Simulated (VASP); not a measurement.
Set up this calculation in VASP 6.6.1, as the native input.

* Task: single point
* Functional: r2SCAN
* Potentials or basis: VASP PAW PBE potentials, release 64 (Ag)
* Cutoff: 520 eV
* k mesh: 20 × 20 × 20
* Occupations: gaussian, width 0.15 eV
* Spin: no spin polarisation
* Dipole correction: no
* Further INCAR settings: ALGO = Normal; EDIFF = 1e-07; NBANDS = 12

The system is Ag.

```
Ag
1.0
    -1.73844    1.73844    1.69705
     1.73844   -1.73844    1.69705
     1.73844    1.73844   -1.69705
Ag
1
Direct
  0.00000 0.00000 0.00000
```

This cell differs from its parent crystal: strain +0.050 along x and y, +0.025 along z.

The input as run:

POSCAR

```
Ag
1.0
   -1.7384367000      1.7384367000      1.6970453500
    1.7384367000     -1.7384367000      1.6970453500
    1.7384367000      1.7384367000     -1.6970453500
Ag
1
Direct
    0.0000000000      0.0000000000      0.0000000000
```

INCAR.step1

```
ALGO = Normal ; EDIFF = 1E-4
ENCUT = 520 ; GGA = PE
ISMEAR = 0 ; LASPH = True
LCHARG = False ; LREAL = False
LWAVE = True ; NBANDS = 12
NELM = 60 ; PREC = Accurate
SIGMA = 0.15
```

INCAR.step2

```
ALGO = Normal ; EDIFF = 1E-7
ENCUT = 520 ; ISIF = 2
ISMEAR = 0 ; ISTART = 1
LASPH = True ; LCHARG = False
LMIXTAU = True ; LREAL = False
LWAVE = False ; METAGGA = R2SCAN
NBANDS = 12 ; NELM = 60
PREC = Accurate ; SIGMA = 0.15
```

KPOINTS

```
k-points
0
Gamma
  20 20 20
```

Potentials or basis: VASP PAW PBE potentials, release 64 (Ag).

Command:

```sh
$ cat potpaw_PBE.64/Ag/POTCAR > POTCAR
$ cp INCAR.step1 INCAR
$ mpirun -np 1 vasp_std > vasp.out
$ cp INCAR.step2 INCAR
$ mpirun -np 1 vasp_std > vasp.out
```

It gave:

| Property | Result |
| --- | --- |
| Pressure | -10.3 GPa |
| Band gap on the k mesh | zero (an odd number of electrons rules out a gap without spin polarisation) |

Caveat: the cell differs from its parent crystal (strain +0.050 along x and y, +0.025 along z); the cell stands under tension; the PAW data sets were made with another functional, which shifts forces and pressure a little.

Wall time 4.3 min on 1 thread of Intel(R) Xeon(R) Platinum 8488C (Sapphire Rapids), on a shared host, peak memory 0.27 GiB.
